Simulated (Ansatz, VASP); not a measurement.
**Two plane-wave programs on Te2Mo**

The input INCAR:

```
SYSTEM = Te2Mo
PREC = Accurate
ENCUT = 520
EDIFF = 1E-6
ISMEAR = 0
SIGMA = 0.05
LREAL = .FALSE.
LASPH = .TRUE.
NELM = 100
ALGO = Normal
ISIF = 2
LWAVE = .FALSE.
LCHARG = .FALSE.
GGA = PE
NBANDS = 35
```

KPOINTS

```
Automatic mesh
0
G
  12 12 2
  0 0 0
```

Contents of POSCAR:

```
Te2Mo
1.0
    3.7349197547      0.0000000000      0.0000000000
   -1.8674598773      3.2345353887      0.0000000000
    0.0000000000      0.0000000000     14.8246006916
Te Mo
4 2
Direct
    0.3333333333      0.6666666667      0.6310943552
    0.6666666667      0.3333333333      0.1310943552
    0.3333333333      0.6666666667      0.8689056448
    0.6666666667      0.3333333333      0.3689056448
    0.3333333333      0.6666666667      0.2500000000
    0.6666666667      0.3333333333      0.7500000000
```

Input for Ansatz:

```yaml
crystal:
  lattice:
    - [3.7349197547, 0.0, 0.0]
    - [-1.8674598773, 3.2345353887, 0.0]
    - [0.0, 0.0, 14.8246006916]
  atoms:
    - { symbol: Te, position: [0.3333333333, 0.6666666667, 0.6310943552] }
    - { symbol: Te, position: [0.6666666667, 0.3333333333, 0.1310943552] }
    - { symbol: Te, position: [0.3333333333, 0.6666666667, 0.8689056448] }
    - { symbol: Te, position: [0.6666666667, 0.3333333333, 0.3689056448] }
    - { symbol: Mo, position: [0.3333333333, 0.6666666667, 0.25] }
    - { symbol: Mo, position: [0.6666666667, 0.3333333333, 0.75] }
basis:
  ecutwfc: 420
kpoints:
  mp_grid: { grid: [12, 12, 2] }
hamiltonian:
  xc: pbe
scf:
  occupations: { method: gaussian, width: 0.05 }
output:
  forces: true
  stress: true
  eigenvalues: true
```

Change from the starting cell: strain +0.050 along x and y, -0.025 along z, atoms carried along.

Alike in both runs: task single point; functional PBE; k mesh 12 × 12 × 2; occupations gaussian, width 0.05 eV; no spin polarisation.

|  | VASP | Ansatz |
| --- | --- | --- |
| version | VASP 6.6.1 | Ansatz 0.2.0 |
| potentials or method | VASP PAW PBE potentials, release 64 (Te, Mo_sv), cutoff 520 eV | scalar-relativistic, plane waves, PAW |
| valence electrons in the cell | 52 | 92 |

VASP gave:

```
gap on the k mesh at the Fermi level (eV)                     : 0.41
least direct gap on the mesh (eV)                             : 0.72
pressure (GPa)                                                : -4.4
traceless stress, the component that is largest in VASP (GPa) : 3.27
rms of the force components (eV/Å)                            : 0.086
```

Which values does Ansatz return?

gap on the k mesh at the Fermi level (eV): 0.42; least direct gap on the mesh (eV): 0.73; pressure (GPa): -4.4; traceless stress, the component that is largest in VASP (GPa): 3.22; rms of the force components (eV/Å): 0.092.

Atom by atom the forces differ by 0.007 eV/Å (rms over components). VASP's potentials hold 52 valence electrons a cell and Ansatz's 92, so a difference there can come from the potentials and not from the codes.

Neither program's run includes spin-orbit coupling.
